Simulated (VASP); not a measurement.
Wanted: the native input for a VASP 6.6.1 run.

- Task: single point
- Functional: LDA
- Potentials or basis: VASP PAW LDA potentials, release 64 (Ca_sv, O)
- Cutoff: 520 eV
- k mesh: 8 × 8 × 8
- Occupations: gaussian, width 0.1 eV
- Spin: no spin polarisation
- Dipole correction: no
- Further INCAR settings: ALGO = Normal; EDIFF = 1e-06; NBANDS = 15

The structure of CaO lies in POSCAR:

```
CaO
1.0
    0.0000000000      2.3557358099      2.3557358099
    2.3557358099      0.0000000000      2.3557358099
    2.3557358099      2.3557358099      0.0000000000
Ca O
1 1
Direct
    0.0000000000      0.0000000000      0.0000000000
    0.5000000000      0.5000000000      0.5000000000
```

The input as run:

INCAR

```
PREC     = Accurate       # precision mode
ENCUT    = 520            # plane-wave cutoff, eV
EDIFF    = 1E-6           # SCF threshold, eV
ISMEAR   = 0              # smearing method
SIGMA    = 0.1            # smearing width, eV
LREAL    = False          # projectors in reciprocal space
LASPH    = True           # aspherical terms in the spheres
NELM     = 80             # most SCF steps
ALGO     = Normal         # electronic algorithm
ISIF     = 2              # what is computed and relaxed
LWAVE    = False          # write WAVECAR
LCHARG   = False          # write CHGCAR
NBANDS   = 15             # bands
```

KPOINTS

```
regular mesh
0
Gamma
  8 8 8
```

Potentials or basis: VASP PAW LDA potentials, release 64 (Ca_sv, O).

Launch:

```sh
$ cat potpaw_LDA.64/Ca_sv/POTCAR potpaw_LDA.64/O/POTCAR > POTCAR
$ mpirun -np 1 vasp_std > vasp.out
```

It gave:

The pressure is 0.7 GPa and the band gap on the k mesh is 3.42 eV (least direct gap 3.78 eV).

Run time: 7.9 s on 1 thread of AMD EPYC 9R45 96-Core Processor (Zen 5), on a shared host, peak memory 0.11 GiB.
